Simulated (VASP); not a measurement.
# AlP (F-43m) in VASP: settings compared, part 2 of 2

VASP 6.6.1. The steps go on from the part before.

### Step 4. Single point, PBE

Input file INCAR:

```
  ALGO = Normal
  EDIFF = 1E-6
  ENCUT = 500
  GGA = PE
  GGA_COMPAT = False
  ISIF = 2
  ISMEAR = -4
  LASPH = True
  LCHARG = False
  LREAL = False
  LWAVE = False
  NBANDS = 11
  NELM = 120
  PREC = Accurate
  SIGMA = 0.1
```

Input file KPOINTS:

```
k-points
0
Gamma
  4 4 4
```

Input file POSCAR:

```
AlP
1.0
    0.0000000000      2.7364837130      2.7364837130
    2.7364837130      0.0000000000      2.7364837130
    2.7364837130      2.7364837130      0.0000000000
Al P
1 1
Direct
    0.0000000000      0.0000000000      0.0000000000
    0.7500000000      0.7500000000      0.7500000000
```

Run with:

```console
cat potpaw_PBE.64/Al/POTCAR potpaw_PBE.64/P/POTCAR > POTCAR
mpirun -np 1 vasp_std > vasp.out
```

Run time: 7.3 s. Hardware: 1 thread of Intel Xeon Platinum 8375C at 2.90GHz (Ice Lake), shared host; peak memory 0.14 GiB.

The run converged. Its results:

```
Free energy            : -10.2783 eV
Pressure               : 1.9 GPa
Band gap on the k mesh : 1.57 eV, indirect (least direct gap 3.24 eV)
```

Levels at points of the mesh, in eV from the valence-band top:
```
           k point  band 1  band 2  band 3  band 4  band 5  band 6  band 7  band 8
(0.00, 0.00, 0.00)  -11.47    0.00    0.00    0.00    3.24    4.53    4.53    4.53
(0.50, 0.00, 0.00)   -9.80   -5.51   -0.76   -0.76    2.77    4.79    4.79    8.24
(0.50, 0.50, 0.00)   -9.14   -5.30   -2.10   -2.10    1.57    2.45   11.00   11.00
```

Caveat: the k points lie up to 0.50 Å⁻¹ apart. A k mesh can miss the band edges.

### Step 5. Single point, r2SCAN

POSCAR is that of step 4.

Input file INCAR.step1:

```
PREC = Accurate
ENCUT = 550
ISMEAR = 0
SIGMA = 0.1
LREAL = F
LASPH = T
NELM = 120
NBANDS = 11
GGA = PE
ALGO = Normal
EDIFF = 1E-5
LWAVE = T
LCHARG = F
GGA_COMPAT = F
```

Input file INCAR.step2:

```
PREC = Accurate
ENCUT = 550
EDIFF = 1E-6
ISMEAR = 0
SIGMA = 0.1
LREAL = F
LASPH = T
NELM = 120
ALGO = Normal
ISIF = 2
LWAVE = F
LCHARG = F
METAGGA = R2SCAN
LMIXTAU = T
NBANDS = 11
ISTART = 1
GGA_COMPAT = F
```

Input file KPOINTS:

```
regular mesh
0
Gamma
  3 3 3
```

Potentials or basis: VASP PAW PBE potentials, release 64 (Al, P).

Run with:

```console
cat potpaw_PBE.64/Al/POTCAR potpaw_PBE.64/P/POTCAR > POTCAR
cp INCAR.step1 INCAR
mpirun -np 1 vasp_std > vasp.out
cp INCAR.step2 INCAR
mpirun -np 1 vasp_std > vasp.out
```

OUTCAR:

```text
PREC = Accurate
   ENCUT = 550
   EDIFF = 1E-6
   ISMEAR = 0
   LREAL = F
   LASPH = T
   NELM = 120
   ISIF = 2
   METAGGA = R2SCAN
   ISTART = 1

 ion  position               nearest neighbor table
   1  0.000  0.000  0.000-   2 2.37   2 2.37   2 2.37   2 2.37
   2  0.750  0.750  0.750-   1 2.37   1 2.37   1 2.37   1 2.37

  LATTYP: Found a face centered cubic cell.
 ALAT       =     5.4729674260

  Lattice vectors:

 A1 = (   0.0000000000,   2.7364837130,   2.7364837130)
 A2 = (   2.7364837130,   0.0000000000,   2.7364837130)
 A3 = (   2.7364837130,   2.7364837130,   0.0000000000)

Analysis of symmetry for initial positions (statically):
=====================================================================
 Subroutine PRICEL returns:
 Original cell was already a primitive cell.

 Routine SETGRP: Setting up the symmetry group for a
 face centered cubic supercell.

 Subroutine GETGRP returns: Found 24 space group operations
 (whereof 24 operations were pure point group operations)
 out of a pool of 48 trial point group operations.

[... 149 lines left out ...]
 k-point     1 :       0.0000    0.0000    0.0000
  band No.  band energies     occupation
      1      -7.5074      2.00000
      2       4.4368      2.00000
      3       4.4368      2.00000
      4       4.4368      2.00000
      5       8.3671      0.00000
      6       9.3565      0.00000
      7       9.3565      0.00000
      8       9.3565      0.00000
      9      13.6871      0.00000
     10      13.6871      0.00000
     11      15.4763      0.00000
[... 29 lines left out ...]
 k-point     4 :      -0.3333    0.3333    0.0000
  band No.  band energies     occupation
      1      -5.2488      2.00000
      2      -0.5643      2.00000
      3       0.8144      2.00000
      4       2.9176      2.00000
      5       7.5978      0.00000
      6      11.2909      0.00000
      7      12.5232      0.00000
      8      12.8081      0.00000
      9      13.8832      0.00000
     10      14.0596      0.00000
     11      20.4532      0.00000

------------------------ aborting loop because EDIFF is reached ----------------------------------------

  FORCE on cell =-STRESS in cart. coord.  units (eV):
  Direction    XX          YY          ZZ          XY          YZ          ZX
  --------------------------------------------------------------------------------------
  -------------------------------------------------------------------------------------
  Total        0.3320822      0.3320822      0.3320822     -0.0000000     -0.0000000     -0.0000000
  in kB       12.9821776     12.9821776     12.9821776     -0.0000000     -0.0000000     -0.0000000
  external PRESSURE =      12.9821776 kB  Pullay stress =       0.0000000 kB

 VOLUME and BASIS-vectors are now :
 -----------------------------------------------------------------------------
  energy-cutoff  :      550.00
  volume of cell :       40.98
      direct lattice vectors                 reciprocal lattice vectors
     0.000000000  2.736483713  2.736483713    -0.182716235  0.182716235  0.182716235
     2.736483713  0.000000000  2.736483713     0.182716235 -0.182716235  0.182716235
     2.736483713  2.736483713  0.000000000     0.182716235  0.182716235 -0.182716235

 POSITION                                       TOTAL-FORCE (eV/Angst)
 -----------------------------------------------------------------------------------
      0.00000      0.00000      0.00000         0.000000      0.000000      0.000000
      4.10473      4.10473      4.10473        -0.000000     -0.000000     -0.000000
 -----------------------------------------------------------------------------------
    total drift:                                0.000000      0.000000      0.000000

  FREE ENERGIE OF THE ION-ELECTRON SYSTEM (eV)
  ---------------------------------------------------
  free  energy   TOTEN  =       -16.8584407114 eV

  energy  without entropy=      -16.8584407114  energy(sigma->0) =      -16.85844071
```

OUTCAR.step1:

```text
PREC = Accurate
   ENCUT = 550
   ISMEAR = 0
   LREAL = F
   LASPH = T
[... 254 lines left out ...]
 -----------------------------------------------------------------------------------
      0.00000      0.00000      0.00000         0.000000      0.000000     -0.000000
      4.10473      4.10473      4.10473        -0.000000     -0.000000      0.000000
 -----------------------------------------------------------------------------------
    total drift:                                0.000000      0.000000      0.000000

  FREE ENERGIE OF THE ION-ELECTRON SYSTEM (eV)
  ---------------------------------------------------
  free  energy   TOTEN  =        -9.9989000720 eV

  energy  without entropy=       -9.9989000720  energy(sigma->0) =       -9.99890007
```

OSZICAR.step1:

```text
N       E                     dE             d eps       ncg     rms          rms(c)
DAV:   1     0.126248204976E+02    0.12625E+02   -0.28902E+03    88   0.559E+02
DAV:   2    -0.929445004211E+01   -0.21919E+02   -0.20107E+02   100   0.896E+01
DAV:   3    -0.104199708475E+02   -0.11255E+01   -0.11234E+01   103   0.199E+01
DAV:   4    -0.104301027460E+02   -0.10132E-01   -0.10131E-01   103   0.235E+00
DAV:   5    -0.104302978782E+02   -0.19513E-03   -0.19513E-03   111   0.331E-01    0.462E+00
DAV:   6    -0.100505251463E+02    0.37977E+00   -0.76424E-01   100   0.324E+00    0.297E+00
DAV:   7    -0.999670172737E+01    0.53823E-01   -0.28260E-01   103   0.214E+00    0.157E+00
DAV:   8    -0.999866818099E+01   -0.19665E-02   -0.20320E-02    94   0.702E-01    0.221E-01
DAV:   9    -0.999862460453E+01    0.43576E-04   -0.89339E-04   103   0.165E-01    0.997E-02
DAV:  10    -0.999889569740E+01   -0.27109E-03   -0.39409E-04    94   0.104E-01    0.148E-02
DAV:  11    -0.999890007203E+01   -0.43746E-05   -0.33085E-05   103   0.256E-02
   1 F= -.99989001E+01 E0= -.99989001E+01  d E =-.425232E-12
```

Run time: 25 s. Hardware: 1 thread of Intel Xeon Platinum 8375C at 2.90GHz (Ice Lake), shared host; peak memory 0.16 GiB.

What came out:

```yaml
Free_energy: -16.8584 eV
Pressure: 1.3 GPa
Band_gap_on_the_k_mesh: 2.53 eV, indirect (least direct gap 3.93 eV)
```

Caveat: the k points lie up to 0.66 Å⁻¹ apart; the PAW data sets were made with another functional, which shifts forces and pressure a little.

### Step 6. Single point, PBE

Input file INCAR:

```
SYSTEM = AlP
PREC = Accurate ; ENCUT = 500
EDIFF = 1E-6 ; ISMEAR = 0
SIGMA = 0.1 ; LREAL = .FALSE.
LASPH = .TRUE. ; NELM = 120
ALGO = Normal ; ISIF = 2
LWAVE = .FALSE. ; LCHARG = .FALSE.
GGA = PE ; NELECT = 7.75
ISYM = 0 ; NBANDS = 11
GGA_COMPAT = .FALSE.
```

Input file KPOINTS:

```
regular mesh
0
G
  3 3 3
  0 0 0
```

POSCAR is that of step 5.

Potentials or basis: VASP PAW PBE potentials, release 64 (Al, P).

Run with:

```console
cat potpaw_PBE.64/Al/POTCAR potpaw_PBE.64/P/POTCAR > POTCAR
mpirun -np 1 vasp_std > vasp.out
```

Run time: 4.1 s. Hardware: 1 thread of Intel Xeon 6975P-C, shared host; peak memory 0.14 GiB.

Results (log left out):

```yaml
Free_energy: -11.1315 eV
```

Levels at points of the mesh, in eV from the Fermi level:
| k point | band 2 | band 3 | band 4 | band 5 | band 6 | band 7 |
| --- | --- | --- | --- | --- | --- | --- |
| (0.00, 0.00, 0.00) | 0.46 | 0.46 | 0.46 | 3.79 | 5.09 | 5.09 |

Caveat: the k points lie up to 0.66 Å⁻¹ apart; the cell carries a net charge on a neutralising background, which shifts energy and pressure; the cell is charged against a uniform background, so pressure and absolute levels hang on convention.

### Step 7. Summary

```csv
level,k mesh,cutoff (eV),smearing,gap on the mesh (eV),pressure (GPa)
PBE+D3(BJ),4 × 4 × 4,500,gaussian 0.1 eV,1.57,-0.7
PBE,4 × 4 × 4,500,tetrahedron,1.57,1.9
r2SCAN,3 × 3 × 3,550,gaussian 0.1 eV,2.53,1.3
```

Alike in all rows: task single point; potentials or basis VASP PAW PBE potentials, release 64 (Al, P); no spin polarisation; cell as given.

Caveats: all runs use coarse meshes; three body term missing (some runs); the PAW data sets were made with another functional, which shifts forces and pressure a little (some runs).

Total energies depend on the potentials used, so only differences within one code and one set of settings carry meaning.
